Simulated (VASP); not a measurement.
# SrO (Immm) in VASP: a series of runs

SrO is run at these levels: PBE; tasks: single point.

Everything below comes from runs of VASP 6.6.1. Logs are shortened: lines on timing, memory, paths and dates and some standing lists are left out, and cuts for length are marked.

### Step 1. The cell of the first run

The structure is orthorhombic, space group Immm (No. 71). The conventional cell has a = 3.607 Å, b = 3.662 Å, c = 5.140 Å, α = 90.00°, β = 90.00°, γ = 90.00°. Within 3.4 Å of Sr (site symmetry mmm) lie 6 O at 2.57 Å. O (site symmetry mmm) has 6 Sr at 2.57 Å within 3.4 Å.

### Step 2. Single point, PBE (strain +0.0150 x Voigt [0, 0, 0, 0, 1, 0])

The input, INCAR:

```
ALGO = Normal
EDIFF = 1E-6
ENCUT = 520
GGA = PE
ISIF = 2
ISMEAR = 0
LASPH = True
LCHARG = True
LELF = True
LREAL = False
LVHAR = True
LWAVE = False
NBANDS = 15
NELM = 60
PREC = Accurate
SIGMA = 0.05
```

The input, KPOINTS:

```
k-points
0
Gamma
  8 8 8
```

The input, POSCAR:

```
SrO
1.0
    0.0192735000      2.5698000000      2.5698000000
    2.5890735000      0.0000000000      2.5890735000
    2.5698000000      2.5698000000      0.0192735000
Sr O
1 1
Direct
    0.0000000000      0.0000000000      0.0000000000
    0.5000000000      0.5000000000      0.5000000000
```

Potentials or basis: VASP PAW PBE potentials, release 64 (Sr_sv, O).

Launch:

```sh
> cat potpaw_PBE.64/Sr_sv/POTCAR potpaw_PBE.64/O/POTCAR > POTCAR
> mpirun -np 1 vasp_std > vasp.out
```

OUTCAR:

```text
EDIFF = 1E-6
   ENCUT = 520
   GGA = PE
   ISIF = 2
   ISMEAR = 0
   LASPH = True
   LREAL = False
   NELM = 60
   PREC = Accurate

 ion  position               nearest neighbor table
   1  0.000  0.000  0.000-   2 2.57   2 2.57   2 2.57   2 2.57   2 2.57   2 2.57
   2  0.500  0.500  0.500-   1 2.57   1 2.57   1 2.57   1 2.57   1 2.57   1 2.57

  LATTYP: Found a body centered orthorhombic cell.
 ALAT       =     3.6069891675
 B/A-ratio  =     1.0151133501
 C/A-ratio  =     1.4249003147

  Lattice vectors:

 A1 = (   0.0192735000,  -2.5698000000,   2.5698000000)
 A2 = (  -0.0192735000,  -2.5698000000,  -2.5698000000)
 A3 = (   2.5698000000,   2.5698000000,   0.0192735000)

Analysis of symmetry for initial positions (statically):
=====================================================================
 Subroutine PRICEL returns:
 Original cell was already a primitive cell.

 Routine SETGRP: Setting up the symmetry group for a
 body centered orthorhombic supercell.

 Subroutine GETGRP returns: Found  8 space group operations
 (whereof  8 operations were pure point group operations)
 out of a pool of  8 trial point group operations.

The static configuration has the point symmetry D_2h.

Analysis of symmetry for dynamics (positions and initial velocities):
=====================================================================
 Subroutine PRICEL returns:
 Original cell was already a primitive cell.

 Routine SETGRP: Setting up the symmetry group for a
 body centered orthorhombic supercell.

 Subroutine GETGRP returns: Found  8 space group operations
 (whereof  8 operations were pure point group operations)
 out of a pool of  8 trial point group operations.

The dynamic configuration has the point symmetry D_2h.

 Subroutine INISYM returns: Found  8 space group operations
 (whereof  8 operations are pure point group operations),
 and found     1 'primitive' translations

----------------------------------------------------------------------------------------

                                     Primitive cell

  volume of cell :      33.9394

  direct lattice vectors                    reciprocal lattice vectors
     0.019273500  2.569800000  2.569800000    -0.196037955  0.194567671  0.196037955
     2.589073500  0.000000000  2.589073500     0.193119276 -0.194567671  0.193119276
     2.569800000  2.569800000  0.019273500     0.196037955  0.194567671 -0.196037955

  length of vectors
     3.634297119  3.661502858  3.634297119     0.338700957  0.335330714  0.338700957

  position of ions in fractional coordinates (direct lattice)
     0.000000000  0.000000000  0.000000000
     0.500000000  0.500000000  0.500000000

  ion indices of the primitive-cell ions
   primitive index   ion index
                 1           1
                 2           2

----------------------------------------------------------------------------------------

 KPOINTS: k-points

Automatic generation of k-mesh.
 Grid dimensions read from file:
 generate k-points for:    8    8    8

 Generating k-lattice:

  Cartesian coordinates                     Fractional coordinates (reciprocal lattice)
    -0.024504744  0.024320959  0.024504744     0.125000000  0.000000000 -0.000000000
     0.024139910 -0.024320959  0.024139910    -0.000000000  0.125000000 -0.000000000
     0.024504744  0.024320959 -0.024504744     0.000000000  0.000000000  0.125000000

  Length of vectors
     0.042337620  0.041916339  0.042337620

  Shift w.r.t. Gamma in fractional coordinates (k-lattice)
     0.000000000  0.000000000  0.000000000

 Subroutine IBZKPT returns following result:
 ===========================================

 Found     95 irreducible k-points:

 Following reciprocal coordinates:
            Coordinates               Weight
  0.000000  0.000000  0.000000      1.000000
  0.125000  0.000000  0.000000      4.000000
  0.250000  0.000000  0.000000      4.000000
  0.375000  0.000000  0.000000      4.000000
  0.500000  0.000000  0.000000      2.000000
 -0.000000  0.125000 -0.000000      4.000000
[... 16 lines left out ...]
  0.125000  0.375000 -0.000000      8.000000
  0.250000  0.375000 -0.000000      8.000000
 [... further k-points ...]
   k-points           NKPTS =     95   k-points in BZ     NKDIM =     95   number of bands    NBANDS=     15
   number of dos      NEDOS =    301   number of ions     NIONS =      2
   total plane-waves  NPLWV =  21952
   dimension x,y,z NGX =    28 NGY =   28 NGZ =   28
   dimension x,y,z NGXF=    56 NGYF=   56 NGZF=   56
   ions per type =               1   1
   NGX,Y,Z   is equivalent  to a cutoff of  12.81, 12.71, 12.81 a.u.
   NGXF,Y,Z  is equivalent  to a cutoff of  25.62, 25.43, 25.62 a.u.
 SYSTEM =  unknown system
   PREC   = accura    normal or accurate (medium, high low for compatibility)
   ISTART =      0    job   : 0-new  1-cont  2-samecut
   ICHARG =      2    charge: 1-file 2-atom 10-const
   ISPIN  =      1    spin polarized calculation?
   LNONCOLLINEAR =      F non collinear calculations
   LSORBIT =      F    spin-orbit coupling
   LASPH  =      T    aspherical Exc in radial PAW
   ENCUT  =  520.0 eV  38.22 Ry    6.18 a.u.   6.76  6.81  6.76*2*pi/ulx,y,z
   NELM   =     60;   NELMIN=  2; NELMDL= -5     # of ELM steps
   EDIFF  = 0.1E-05   stopping-criterion for ELM
   LREAL  =      F    real-space projection
   EDIFFG = 0.1E-04   stopping-criterion for IOM
   NSW    =      0    number of steps for IOM
   IBRION =     -1    ionic relax: 0-MD 1-quasi-New 2-CG
   NFREE  =      0    steps in history (QN), initial steepest desc. (CG)
   ISIF   =      2    stress and relaxation
   ISYM   =      2    0-nonsym 1-usesym 2-fastsym
   POTIM  = 0.5000    time-step for ionic-motion
   TEBEG  =    0.0;   TEEND  =   0.0 temperature during run
   PSTRESS=    0.0 pullay stress
   NELECT =      16.0000    total number of electrons
   NUPDOWN=      -1.0000    fix difference up-down
   EMIN   =  10.00;   EMAX   =-10.00  energy-range for DOS
   EFERMI =   0.00;   METHOD = LEGACY
   ISMEAR =     0;   SIGMA  =   0.05  broadening in eV -4-tet -1-fermi 0-gaus
   EFERMI_NEDOS =   21; number of points for ismear=-14 and -15
   IALGO  =     38    algorithm
   IMIX   =      4    mixing-type and parameters
     AMIX     =   0.40;   BMIX     =  1.00
     AMIX_MAG =   1.60;   BMIX_MAG =  1.00
  volume/ion in A,a.u.               =      16.97       114.52
  Fermi-wavevector in a.u.,A,eV,Ry     =   1.274130  2.407756 22.087787  1.623407
  Thomas-Fermi vector in A             =   2.406915
   LORBIT       =      0    0 simple, 1 ext, 2 COOP (PROOUT), +10 PAW based schemes
   GGA     = PE    functional components
   LHFCALC =     F    Hartree Fock is set to
   AEXX    =    0.0000 exact exchange contribution
   IVDW    =     0    specifies the selected vdW correction
   LEPSILON=     F    determine dielectric tensor
   LRPA    =     F    only Hartree local field effects (RPA)
 non-spin polarized calculation
 Gauss-broadening in eV      SIGMA  =   0.05
  energy-cutoff  :      520.00
  volume of cell :       33.94
 maximum number of plane-waves:       934
   NGX = 13   NGY = 13   NGZ = 13

 number of electron      15.9999997 magnetization

 Free energy of the ion-electron system (eV)
  ---------------------------------------------------
  ext. energy  EPLUGINS =         0.00000000
  ---------------------------------------------------
  free energy    TOTEN  =       -12.03898889 eV

  energy without entropy =      -12.03898889  energy(sigma->0) =      -12.03898889

 E-fermi :   1.9107     XC(G=0): -10.0335

 val. band max:        1.6874239888   @ k =   0.0000   0.0000   0.0000
 cond. band min:       4.9336658107   @ k =   0.5000   0.0000   0.5000
 fundamental gap:      3.2462418219
 Fermi energy:         1.9107109247

 k-point     1 :       0.0000    0.0000    0.0000
  band No.  band energies     occupation
      1     -30.7147      2.00000
      2     -13.4218      2.00000
      3     -12.3548      2.00000
      4     -12.3511      2.00000
      5     -12.3467      2.00000
      6       1.6553      2.00000
      7       1.6705      2.00000
      8       1.6874      2.00000
      9       5.6623      0.00000
     10       7.7915      0.00000
     11       7.8829      0.00000
     12       7.9777      0.00000
     13      10.0562      0.00000
     14      10.0566      0.00000
     15      14.3902      0.00000

 k-point     2 :       0.1250    0.0000    0.0000
  band No.  band energies     occupation
      1     -30.6942      2.00000
      2     -13.7870      2.00000
      3     -12.3667      2.00000
      4     -12.3634      2.00000
      5     -12.0342      2.00000
      6       1.2275      2.00000
      7       1.4519      2.00000
      8       1.4781      2.00000
      9       6.3658      0.00000
     10       7.7736      0.00000
     11       8.1022      0.00000
     12       8.2304      0.00000
     13      10.4642      0.00000
     14      10.4647      0.00000
     15      15.4164      0.00000

 k-point     3 :       0.2500    0.0000    0.0000
  band No.  band energies     occupation
      1     -30.6441      2.00000
      2     -14.3589      2.00000
      3     -12.3963      2.00000
      4     -12.3951      2.00000
      5     -11.5869      2.00000
      6       0.3983      2.00000
      7       1.0135      2.00000
      8       1.0506      2.00000
      9       7.6909      0.00000
     10       7.9090      0.00000
     11       8.9469      0.00000
     12       9.0845      0.00000
     13      11.4811      0.00000
     14      11.4823      0.00000
     15      17.4465      0.00000
[... 343 lines left out ...]
 k-point    23 :       0.1250    0.3750   -0.0000
  band No.  band energies     occupation
      1     -30.6024      2.00000
      2     -14.6005      2.00000
      3     -12.4841      2.00000
      4     -12.4793      2.00000
      5     -11.4493      2.00000
      6       0.0308      2.00000
      7       0.8310      2.00000
      8       1.0056      2.00000
      9       7.3084      0.00000
     10       8.6922      0.00000
     11      10.1368      0.00000
     12      10.2878      0.00000
     13      12.1140      0.00000
     14      12.6744      0.00000
     15      17.3471      0.00000

 k-point    24 :       0.2500    0.3750   -0.0000
  band No.  band energies     occupation
      1     -30.5867      2.00000
      2     -14.2875      2.00000
      3     -12.6369      2.00000
      4     -12.5843      2.00000
      5     -11.8859      2.00000
      6       0.4112      2.00000
      7       1.2684      2.00000
      8       1.3758      2.00000
      9       5.9816      0.00000
     10       8.5928      0.00000
     11      10.7914      0.00000
     12      10.9564      0.00000
     13      11.6481      0.00000
     14      12.6438      0.00000
     15      17.6492      0.00000

 [... further k-points ...]
[... 5 lines left out ...]
  --------------------------------------------------------------------------------------
  -------------------------------------------------------------------------------------
  Total        0.7446111      0.7413168      0.7446111     -0.0000000      0.0000000     -0.1718674
  in kB       35.1509101     34.9953941     35.1509101     -0.0000000      0.0000000     -8.1133552
  external PRESSURE =      35.0990714 kB  Pullay stress =       0.0000000 kB

 VOLUME and BASIS-vectors are now :
 -----------------------------------------------------------------------------
  energy-cutoff  :      520.00
  volume of cell :       33.94
      direct lattice vectors                 reciprocal lattice vectors
     0.019273500  2.569800000  2.569800000    -0.196037955  0.194567671  0.196037955
     2.589073500  0.000000000  2.589073500     0.193119276 -0.194567671  0.193119276
     2.569800000  2.569800000  0.019273500     0.196037955  0.194567671 -0.196037955

 POSITION                                       TOTAL-FORCE (eV/Angst)
 -----------------------------------------------------------------------------------
      0.00000      0.00000      0.00000         0.000000     -0.000000      0.000000
      2.58907      2.56980      2.58907         0.000000      0.000000     -0.000000
 -----------------------------------------------------------------------------------
    total drift:                                0.000000      0.000000      0.000000

  FREE ENERGIE OF THE ION-ELECTRON SYSTEM (eV)
  ---------------------------------------------------
  free  energy   TOTEN  =       -12.0389888902 eV

  energy  without entropy=      -12.0389888902  energy(sigma->0) =      -12.03898889
```

It took 21 s on 1 thread of Intel Xeon Platinum 8559C (Emerald Rapids), shared host; peak memory 0.19 GiB.

What came out:

```
Free energy            : -12.0390 eV
Pressure               : 3.5 GPa
Band gap on the k mesh : 3.25 eV, indirect (least direct gap 3.33 eV)
```

Levels at points of the mesh, in eV from the valence-band top:
```
           k point  band 4  band 5  band 6  band 7  band 8  band 9  band 10  band 11  band 12  band 13
(0.00, 0.00, 0.00)  -14.04  -14.03   -0.03   -0.02    0.00    3.97     6.10     6.20     6.29     8.37
(0.50, 0.00, 0.00)  -14.12  -12.87   -2.19   -1.20   -1.15    6.56     8.46     8.80     8.95    11.91
(0.00, 0.50, 0.00)  -14.11  -12.83   -2.19   -1.16   -1.11    6.52     8.44     8.73     8.88    11.89
(0.50, 0.50, 0.00)  -14.41  -14.40   -0.45   -0.10   -0.10    3.25     7.79    10.16    10.38    11.08
(0.50, 0.00, 0.50)  -14.42  -14.39   -0.45   -0.12   -0.09    3.25     7.80    10.17    10.38    11.08
```

Caveat: the cell differs from its parent crystal (strain +0.0150 x Voigt [0, 0, 0, 0, 1, 0]).

(Continued in part 2 of 2.)
